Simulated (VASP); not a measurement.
# ZrF (P4/nmm) in VASP: notebook

Runs on ZrF. Level: PBE. Tasks: single point.

All numbers are computed with VASP 6.6.1; they aren't measurements. Logs are shortened: lines on timing, memory, paths and dates and some standing lists are left out, and cuts for length are marked.

## Step 1: The cell of the first run

Symmetry: P4/nmm, No. 129, tetragonal system. Conventional cell: a = 3.393 Å, b = 3.393 Å, c = 5.410 Å, α = 90.00°, β = 90.00°, γ = 90.00°. Zr (site symmetry 4mm) has 4 F at 2.35 Å within 3.1 Å. F (site symmetry -4m2) has 4 Zr at 2.35 Å and 4 F at 2.40 Å within 3.1 Å.

## Step 2: Single point, PBE, collinear spin, ferromagnetic start

File INCAR:

```
SYSTEM = ZrF
  ALGO = Normal
  EDIFF = 1E-7
  ENCUT = 520
  GGA = PE
  ISIF = 2
  ISMEAR = 0
  ISPIN = 2
  LASPH = .True.
  LCHARG = .False.
  LMAXMIX = 4
  LORBIT = 11
  LREAL = .False.
  LWAVE = .False.
  MAGMOM = 1 1 0 0
  NBANDS = 31
  NELM = 150
  PREC = Accurate
  SIGMA = 0.1
```

File KPOINTS:

```
k-points
0
Gamma
  6 6 4
  0 0 0
```

File POSCAR:

```
ZrF
1.0
    3.3933033327      0.0000000000      0.0000000000
    0.0000000000      3.3933033327      0.0000000000
    0.0000000000      0.0000000000      5.4103883637
Zr F
2 2
Direct
    0.0000000000      0.5000000000      0.1997938098
    0.5000000000      0.0000000000      0.8002061902
    0.0000000000      0.0000000000      0.5000000000
    0.5000000000      0.5000000000      0.5000000000
```

Potentials or basis: VASP PAW PBE potentials, release 64 (Zr_sv, F).

Launch:

```
cat potpaw_PBE.64/Zr_sv/POTCAR potpaw_PBE.64/F/POTCAR > POTCAR
mpirun -np 1 vasp_std > vasp.out
```

OUTCAR:

```text
SYSTEM = ZrF
   EDIFF = 1E-7
   ENCUT = 520
   GGA = PE
   ISIF = 2
   ISMEAR = 0
   ISPIN = 2
   LASPH = .True.
   LORBIT = 11
   LREAL = .False.
   NELM = 150
   PREC = Accurate

 ion  position               nearest neighbor table
   1  0.000  0.500  0.200-   3 2.35   4 2.35   3 2.35   4 2.35   2 3.23   2 3.23   2 3.23   2 3.23

   2  0.500  0.000  0.800-   3 2.35   4 2.35   4 2.35   3 2.35   1 3.23   1 3.23   1 3.23   1 3.23

   3  0.000  0.000  0.500-   1 2.35   2 2.35   1 2.35   2 2.35
   4  0.500  0.500  0.500-   1 2.35   2 2.35   2 2.35   1 2.35

  LATTYP: Found a simple tetragonal cell.
 ALAT       =     3.3933033327
 C/A-ratio  =     1.5944310995

  Lattice vectors:

 A1 = (   3.3933033327,   0.0000000000,   0.0000000000)
 A2 = (   0.0000000000,   3.3933033327,   0.0000000000)
 A3 = (   0.0000000000,   0.0000000000,   5.4103883637)

Analysis of symmetry for initial positions (statically):
=====================================================================
 Subroutine PRICEL returns:
 Original cell was already a primitive cell.

 Routine SETGRP: Setting up the symmetry group for a
 simple tetragonal supercell.

 Subroutine GETGRP returns: Found 16 space group operations
 (whereof  8 operations were pure point group operations)
 out of a pool of 16 trial point group operations.

The static configuration has the point symmetry D_2d.
 The point group associated with its full space group is D_4h.

Analysis of symmetry for dynamics (positions and initial velocities):
=====================================================================
 Subroutine PRICEL returns:
 Original cell was already a primitive cell.

 Routine SETGRP: Setting up the symmetry group for a
 simple tetragonal supercell.

 Subroutine GETGRP returns: Found 16 space group operations
 (whereof  8 operations were pure point group operations)
 out of a pool of 16 trial point group operations.

The dynamic configuration has the point symmetry D_2d.
 The point group associated with its full space group is D_4h.

Analysis of structural, dynamic, and magnetic symmetry:
=====================================================================
 Subroutine PRICEL returns:
 Original cell was already a primitive cell.

 Routine SETGRP: Setting up the symmetry group for a
 simple tetragonal supercell.

 Subroutine GETGRP returns: Found 16 space group operations
 (whereof  8 operations were pure point group operations)
 out of a pool of 16 trial point group operations.

The overall configuration has the point symmetry D_2d.
 The point group associated with its full space group is D_4h.

 Subroutine INISYM returns: Found 16 space group operations
 (whereof  8 operations are pure point group operations),
 and found     1 'primitive' translations

----------------------------------------------------------------------------------------

                                     Primitive cell

  volume of cell :      62.2980

  direct lattice vectors                    reciprocal lattice vectors
     3.393303333  0.000000000  0.000000000     0.294698087  0.000000000  0.000000000
     0.000000000  3.393303333  0.000000000     0.000000000  0.294698087  0.000000000
     0.000000000  0.000000000  5.410388364     0.000000000  0.000000000  0.184829615

  length of vectors
     3.393303333  3.393303333  5.410388364     0.294698087  0.294698087  0.184829615

  position of ions in fractional coordinates (direct lattice)
     0.000000000  0.500000000  0.199793810
     0.500000000  0.000000000  0.800206190
     0.000000000  0.000000000  0.500000000
     0.500000000  0.500000000  0.500000000

  ion indices of the primitive-cell ions
   primitive index   ion index
                 1           1
                 2           2
                 3           3
                 4           4

----------------------------------------------------------------------------------------

 KPOINTS: k-points

Automatic generation of k-mesh.
 Grid dimensions read from file:
 generate k-points for:    6    6    4

 Generating k-lattice:

  Cartesian coordinates                     Fractional coordinates (reciprocal lattice)
     0.049116348  0.000000000  0.000000000     0.166666667  0.000000000  0.000000000
     0.000000000  0.049116348  0.000000000     0.000000000  0.166666667  0.000000000
     0.000000000  0.000000000  0.046207404     0.000000000  0.000000000  0.250000000

  Length of vectors
     0.049116348  0.049116348  0.046207404

  Shift w.r.t. Gamma in fractional coordinates (k-lattice)
     0.000000000  0.000000000  0.000000000

 Subroutine IBZKPT returns following result:
 ===========================================

 Found     30 irreducible k-points:

 Following reciprocal coordinates:
            Coordinates               Weight
  0.000000  0.000000  0.000000      1.000000
  0.166667  0.000000  0.000000      4.000000
  0.333333  0.000000  0.000000      4.000000
  0.500000  0.000000  0.000000      2.000000
  0.166667  0.166667  0.000000      4.000000
  0.333333  0.166667  0.000000      8.000000
[... 16 lines left out ...]
  0.333333  0.000000  0.500000      4.000000
  0.500000  0.000000  0.500000      2.000000
 [... further k-points ...]
   k-points           NKPTS =     30   k-points in BZ     NKDIM =     30   number of bands    NBANDS=     31
   number of dos      NEDOS =    301   number of ions     NIONS =      4
   total plane-waves  NPLWV =  31360
   dimension x,y,z NGX =    28 NGY =   28 NGZ =   40
   dimension x,y,z NGXF=    56 NGYF=   56 NGZF=   80
   ions per type =               2   2
   NGX,Y,Z   is equivalent  to a cutoff of  13.72, 13.72, 12.29 a.u.
   NGXF,Y,Z  is equivalent  to a cutoff of  27.44, 27.44, 24.58 a.u.
 SYSTEM =  ZrF
   PREC   = accura    normal or accurate (medium, high low for compatibility)
   ISTART =      0    job   : 0-new  1-cont  2-samecut
   ICHARG =      2    charge: 1-file 2-atom 10-const
   ISPIN  =      2    spin polarized calculation?
   LNONCOLLINEAR =      F non collinear calculations
   LSORBIT =      F    spin-orbit coupling
   LASPH  =      T    aspherical Exc in radial PAW
   ENCUT  =  520.0 eV  38.22 Ry    6.18 a.u.   6.31  6.31 10.06*2*pi/ulx,y,z
   NELM   =    150;   NELMIN=  2; NELMDL= -5     # of ELM steps
   EDIFF  = 0.1E-06   stopping-criterion for ELM
   LREAL  =      F    real-space projection
   EDIFFG = 0.1E-05   stopping-criterion for IOM
   NSW    =      0    number of steps for IOM
   IBRION =     -1    ionic relax: 0-MD 1-quasi-New 2-CG
   NFREE  =      0    steps in history (QN), initial steepest desc. (CG)
   ISIF   =      2    stress and relaxation
   ISYM   =      2    0-nonsym 1-usesym 2-fastsym
   POTIM  = 0.5000    time-step for ionic-motion
   TEBEG  =    0.0;   TEEND  =   0.0 temperature during run
   PSTRESS=    0.0 pullay stress
   NELECT =      38.0000    total number of electrons
   NUPDOWN=      -1.0000    fix difference up-down
   EMIN   =  10.00;   EMAX   =-10.00  energy-range for DOS
   EFERMI =   0.00;   METHOD = LEGACY
   ISMEAR =     0;   SIGMA  =   0.10  broadening in eV -4-tet -1-fermi 0-gaus
   EFERMI_NEDOS =   21; number of points for ismear=-14 and -15
   IALGO  =     38    algorithm
   IMIX   =      4    mixing-type and parameters
     AMIX     =   0.40;   BMIX     =  1.00
     AMIX_MAG =   1.60;   BMIX_MAG =  1.00
  volume/ion in A,a.u.               =      15.57       105.10
  Fermi-wavevector in a.u.,A,eV,Ry     =   1.388390  2.623676 26.226949  1.927626
  Thomas-Fermi vector in A             =   2.512520
   LORBIT       =     11    0 simple, 1 ext, 2 COOP (PROOUT), +10 PAW based schemes
   GGA     = PE    functional components
   LHFCALC =     F    Hartree Fock is set to
   AEXX    =    0.0000 exact exchange contribution
   IVDW    =     0    specifies the selected vdW correction
   LEPSILON=     F    determine dielectric tensor
   LRPA    =     F    only Hartree local field effects (RPA)
 spin polarized calculation
 Gauss-broadening in eV      SIGMA  =   0.10
  energy-cutoff  :      520.00
  volume of cell :       62.30
 maximum number of plane-waves:      1708
 NGX is ok and might be reduce to    28
   NGX = 13   NGY = 13   NGZ = 21

 number of electron      37.9999964 magnetization      -0.0001780

 number of electron      37.9999964 magnetization       0.0000182

 Free energy of the ion-electron system (eV)
  ---------------------------------------------------
  ext. energy  EPLUGINS =         0.00000000
  ---------------------------------------------------
  free energy    TOTEN  =       -29.29254147 eV

  energy without entropy =      -29.28757643  energy(sigma->0) =      -29.29005895

 E-fermi :   7.8021     XC(G=0): -11.0337

 val. band max:        7.6988705940   @ k =   0.3333   0.0000   0.0000
 cond. band min:       7.8477364109   @ k =   0.3333   0.3333   0.2500
 fundamental gap:      0.1488658170
 Fermi energy:         7.8020958417

 spin component 1

 k-point     1 :       0.0000    0.0000    0.0000
  band No.  band energies     occupation
      1     -41.4807      1.00000
      2     -41.3940      1.00000
      3     -20.3609      1.00000
      4     -19.3864      1.00000
      5     -19.3864      1.00000
      6     -19.2390      1.00000
[... 805 lines left out ...]
     30      16.3897      0.00000
     31      20.0988      0.00000

 [... further k-points ...]

 spin component 2

 k-point     1 :       0.0000    0.0000    0.0000
  band No.  band energies     occupation
      1     -41.4807      1.00000
      2     -41.3940      1.00000
      3     -20.3609      1.00000
      4     -19.3864      1.00000
      5     -19.3864      1.00000
      6     -19.2390      1.00000
[... 805 lines left out ...]
     30      16.3897      0.00000
     31      20.0988      0.00000

 [... further k-points ...]
[... 5 lines left out ...]
  --------------------------------------------------------------------------------------
  -------------------------------------------------------------------------------------
  Total       -0.0812788     -0.0812788      0.0066447      0.0000000      0.0000000      0.0000000
  in kB       -2.0903261     -2.0903261      0.1708881      0.0000000      0.0000000      0.0000000
  external PRESSURE =      -1.3365880 kB  Pullay stress =       0.0000000 kB

 VOLUME and BASIS-vectors are now :
 -----------------------------------------------------------------------------
  energy-cutoff  :      520.00
  volume of cell :       62.30
      direct lattice vectors                 reciprocal lattice vectors
     3.393303333  0.000000000  0.000000000     0.294698087  0.000000000  0.000000000
     0.000000000  3.393303333  0.000000000     0.000000000  0.294698087  0.000000000
     0.000000000  0.000000000  5.410388364     0.000000000  0.000000000  0.184829615

 POSITION                                       TOTAL-FORCE (eV/Angst)
 -----------------------------------------------------------------------------------
      0.00000      1.69665      1.08096        -0.000000      0.000000     -0.050436
      1.69665      0.00000      4.32943        -0.000000     -0.000000      0.050436
      0.00000      0.00000      2.70519         0.000000     -0.000000      0.000000
      1.69665      1.69665      2.70519         0.000000      0.000000      0.000000
 -----------------------------------------------------------------------------------
    total drift:                                0.000000      0.000000      0.000000

  FREE ENERGIE OF THE ION-ELECTRON SYSTEM (eV)
  ---------------------------------------------------
  free  energy   TOTEN  =       -29.2925414658 eV

  energy  without entropy=      -29.2875764340  energy(sigma->0) =      -29.29005895

 total charge

# of ion       s       p       d       tot
------------------------------------------
    1        2.182   5.984   1.431   9.596
    2        2.182   5.984   1.431   9.596
    3        1.743   4.383   0.000   6.126
    4        1.743   4.383   0.000   6.126
--------------------------------------------------
tot          7.849  20.733   2.862  31.444

 magnetization (x)

# of ion       s       p       d       tot
------------------------------------------
    1        0.000   0.000   0.000   0.000
    2        0.000   0.000   0.000   0.000
    3        0.000  -0.000   0.000  -0.000
    4        0.000  -0.000   0.000  -0.000
--------------------------------------------------
tot          0.000  -0.000   0.000   0.000
```

It took 2.2 min on 1 thread of Oxide Virtual Turin-like, shared host; peak memory 0.22 GiB.

What came out:

```yaml
Free_energy: -29.2925 eV
Pressure: -0.1 GPa
Largest_force: 0.050 eV/Å
Band_gap_on_the_k_mesh: zero (filled and empty bands overlap)
Net_moment: 0.00 μB per cell
Valence_electrons_inside_the_program's_atomic_spheres: Zr 9.60; F 6.13
```

Forces on the atoms (eV/Å):
```
Zr   0.000  0.000 -0.050
Zr   0.000  0.000  0.050
F    0.000  0.000  0.000
F    0.000  0.000  0.000
```

Stress tensor (GPa, compression positive):
```
-0.21  0.00  0.00
 0.00 -0.21  0.00
 0.00  0.00  0.02
```

## Step 3: Single point, PBE

File INCAR:

```
ALGO = Normal
EDIFF = 1E-7
ENCUT = 520
GGA = PE
ISIF = 2
ISMEAR = 0
LASPH = True
LCHARG = False
LREAL = False
LWAVE = False
NBANDS = 27
NELM = 60
PREC = Accurate
SIGMA = 0.1
```

File KPOINTS:

```
k-points
0
Gamma
  14 14 10
```

File POSCAR:

```
ZrF
1.0
    3.3946222201      0.0000000000      0.0000000000
    0.0000000000      3.3946222201      0.0000000000
    0.0000000000      0.0000000000      5.3995929953
Zr F
2 2
Direct
    0.0000000000      0.5000000000      0.1989328514
    0.5000000000      0.0000000000      0.8010671486
    0.0000000000      0.0000000000      0.5000000000
    0.5000000000      0.5000000000      0.5000000000
```

Potentials or basis: VASP PAW PBE potentials, release 64 (Zr_sv, F).

Launch:

```
cat potpaw_PBE.64/Zr_sv/POTCAR potpaw_PBE.64/F/POTCAR > POTCAR
mpirun -np 1 vasp_std > vasp.out
```

Wall time 6 min (1 thread of Oxide Virtual Turin-like, shared host); peak memory 0.36 GiB.

Results (log left out):

| Item | Value |
| --- | --- |
| Free energy | -29.2936 eV |
| Pressure | 0.0 GPa |
| Largest force | 0.035 eV/Å |
| Band gap on the k mesh | zero (band 19 reaches 8.79 eV, above the bottom of band 20 at 7.32 eV) |

Forces on the atoms (eV/Å):
```
Zr   0.000  0.000 -0.035
Zr   0.000  0.000  0.035
F    0.000  0.000  0.000
F    0.000  0.000  0.000
```

Levels at points of the mesh, in eV from the Fermi level:
| k point | band 16 | band 17 | band 18 | band 19 | band 20 | band 21 | band 22 | band 23 |
| --- | --- | --- | --- | --- | --- | --- | --- | --- |
| (0.00, 0.00, 0.00) | -5.36 | -3.17 | -1.24 | -0.97 | 2.23 | 2.23 | 2.35 | 2.43 |
| (0.50, 0.00, 0.00) | -6.91 | -0.87 | -0.87 | 0.97 | 0.97 | 1.12 | 1.12 | 3.23 |
| (0.50, 0.50, 0.00) | -4.99 | -0.91 | -0.91 | -0.50 | -0.50 | 3.77 | 3.77 | 4.56 |
| (0.00, 0.00, 0.50) | -5.40 | -1.90 | -1.70 | 0.18 | 1.02 | 1.79 | 1.79 | 2.15 |
| (0.50, 0.00, 0.50) | -6.95 | -1.11 | -1.11 | 0.85 | 0.85 | 1.56 | 1.56 | 3.83 |
| (0.50, 0.50, 0.50) | -4.99 | -1.35 | -1.35 | -0.28 | -0.28 | 3.73 | 3.73 | 3.95 |
